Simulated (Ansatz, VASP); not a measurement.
Ag in VASP and in Ansatz

File POSCAR:

```
Ag
1.0
    2.9073098841      0.0000000000      0.0000000000
   -1.4536549421      2.5178042163      0.0000000000
    0.0000000000      0.0000000000      4.7376913701
Ag
2
Direct
    0.3333333333      0.6666666667      0.7500000000
    0.6666666667      0.3333333333      0.2500000000
```

The input INCAR.step1:

```
ALGO     = Normal         # electronic algorithm
EDIFF    = 1E-4           # SCF threshold, eV
ENCUT    = 520            # plane-wave cutoff, eV
GGA      = PE             # functional
ISMEAR   = 0              # smearing method
LASPH    = True           # aspherical terms in the spheres
LCHARG   = False          # write CHGCAR
LREAL    = False          # projectors in reciprocal space
LWAVE    = True           # write WAVECAR
NBANDS   = 18             # bands
NELM     = 60             # most SCF steps
PREC     = Accurate       # precision mode
SIGMA    = 0.05           # smearing width, eV
```

File INCAR.step2:

```
ALGO     = Normal         # electronic algorithm
EDIFF    = 1E-6           # SCF threshold, eV
ENCUT    = 520            # plane-wave cutoff, eV
ISIF     = 2              # what is computed and relaxed
ISMEAR   = 0              # smearing method
ISTART   = 1            
LASPH    = True           # aspherical terms in the spheres
LCHARG   = False          # write CHGCAR
LMIXTAU  = True         
LREAL    = False          # projectors in reciprocal space
LWAVE    = False          # write WAVECAR
METAGGA  = R2SCAN         # meta-GGA
NBANDS   = 18             # bands
NELM     = 60             # most SCF steps
PREC     = Accurate       # precision mode
SIGMA    = 0.05           # smearing width, eV
```

File KPOINTS:

```
k-points
0
Gamma
  16 16 10
```

Input for Ansatz:

```yaml
crystal:
  lattice:
    - [2.9073098841, 0.0, 0.0]
    - [-1.4536549421, 2.5178042163, 0.0]
    - [0.0, 0.0, 4.7376913701]
  atoms:
    - { symbol: Ag, position: [0.3333333333, 0.6666666667, 0.75] }
    - { symbol: Ag, position: [0.6666666667, 0.3333333333, 0.25] }
basis:
  ecutwfc: 500
  ecutrho_ratio: 4
kpoints:
  mp_grid: { grid: [16, 16, 10] }
  band_path:
    path:
      - [[0.0, 0.0, 0.0], [0.5, 0.0, 0.0], [0.33333333, 0.33333333, 0.0], [0.0, 0.0, 0.0], [0.0, 0.0, 0.5], [0.5, 0.0, 0.5], [0.33333333, 0.33333333, 0.5], [0.0, 0.0, 0.5]]
      - [[0.5, 0.0, 0.5], [0.5, 0.0, 0.0]]
      - [[0.33333333, 0.33333333, 0.5], [0.33333333, 0.33333333, 0.0]]
    npoints: 14
hamiltonian:
  xc: r2scan
scf:
  occupations: { method: gaussian, width: 0.05 }
  n_extra_bands: 13
output:
  forces: true
  stress: true
  eigenvalues: true
  populations: true
  dos: { projected: true, de: 0.02, nscf_kmesh: { grid: [24, 24, 15] } }
  bader: true
```

Alike in both runs: task single point; functional r2SCAN; k mesh 16 × 16 × 10; occupations gaussian, width 0.05 eV; no spin polarisation.

|  | VASP | Ansatz |
| --- | --- | --- |
| version | VASP 6.6.1 | Ansatz 0.2.0 |
| potentials or method | VASP PAW PBE potentials, release 64 (Ag), cutoff 520 eV | scalar-relativistic, plane waves, PAW |
| valence electrons in the cell | 22 | 38 |

```tsv
	VASP	Ansatz	Ansatz less VASP
gap on the k mesh at the Fermi level (eV)	none	none	-
pressure (GPa)	0.2	0.0	-0.14
```

VASP's potentials were made for PBE, not for r2SCAN. A gap of «none» marks a metal or a gap that the smearing closes. VASP's potentials hold 22 valence electrons a cell and Ansatz's 38, so a difference there can come from the potentials and not from the codes.
